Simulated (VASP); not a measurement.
# C: single point with PBEsol

The system is C.

```
C
1.0
     2.12732   -1.22828    0.00000
     2.12732    1.22828    0.00000
    -1.37907    0.00000    3.50283
C
2
Direct
  0.83336 0.83336 0.00009
  0.16664 0.16664 0.99991
```

```
Program             : VASP 6.6.1
Task                : single point
Functional          : PBEsol
Potentials or basis : VASP PAW PBE potentials, release 64 (C)
Cutoff              : 600 eV
k mesh              : 11 × 11 × 7
Occupations         : fermi-dirac, width 0.2 eV
Spin                : no spin polarisation
```

| Quantity | Value |
| --- | --- |
| Pressure | 1.2 GPa |
| Largest force | 0.004 eV/Å |
| Band gap on the k mesh | 1.12 eV, direct |

Forces on the atoms (eV/Å):
```
C    0.004  0.000 -0.002
C   -0.004  0.000  0.002
```

Stress tensor (GPa, compression positive):
```
 1.71  0.00 -0.03
 0.00  1.66  0.00
-0.03  0.00  0.10
```

Levels at points of the mesh, in eV from the valence-band top:
| k point | band 1 | band 2 | band 3 | band 4 | band 5 | band 6 | band 7 | band 8 |
| --- | --- | --- | --- | --- | --- | --- | --- | --- |
| (0.00, 0.00, 0.00) | -19.18 | -6.38 | -2.49 | -2.48 | 4.18 | 8.89 | 8.89 | 12.02 |

Run time: 64 s on 1 thread of Intel Xeon 8259CL (shared host), peak memory 0.16 GiB.

Caveat: the PAW data sets were made with another functional, which shifts forces and pressure a little; this functional lacks dispersion, which binds the layers, so the pressure and a relaxed spacing across them are unreliable. A k mesh can miss the band edges.
